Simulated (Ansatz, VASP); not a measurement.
# Two plane-wave programs on Ir

```
Ir
1.0
     0.00000    0.00000    4.41948
     2.71546   -4.70331    0.00000
     2.71546    4.70331    0.00000
Ir
8
Direct
  0.25000 0.33333 0.16667
  0.25000 0.83333 0.16667
  0.25000 0.33333 0.66667
  0.25000 0.83333 0.66667
  0.75000 0.66667 0.33333
  0.75000 0.16667 0.33333
  0.75000 0.66667 0.83333
  0.75000 0.16667 0.83333
```

Alike in both runs: functional PBEsol; k mesh 8 × 6 × 6; occupations gaussian, width 0.1 eV; no spin polarisation.

Ansatz relaxed the structure, and its values are those at the end. VASP's run is a single point on that final structure, the one shown.

```csv
,VASP,Ansatz
version,VASP 6.6.1,Ansatz 0.2.0
potentials or method,"VASP PAW PBE potentials, release 64 (Ir_sv_GW), cutoff 560 eV","scalar-relativistic, plane waves, PAW"
valence electrons in the cell,136,136
```

|  | VASP | Ansatz | Ansatz less VASP |
| --- | --- | --- | --- |
| gap on the k mesh at the Fermi level (eV) | none | none | - |
| pressure (GPa) | -1.9 | 0.0 | +1.92 |

VASP's potentials were made for PBE, not for PBEsol. A gap of «none» marks a metal or a gap that the smearing closes.

Spin-orbit coupling is off throughout.
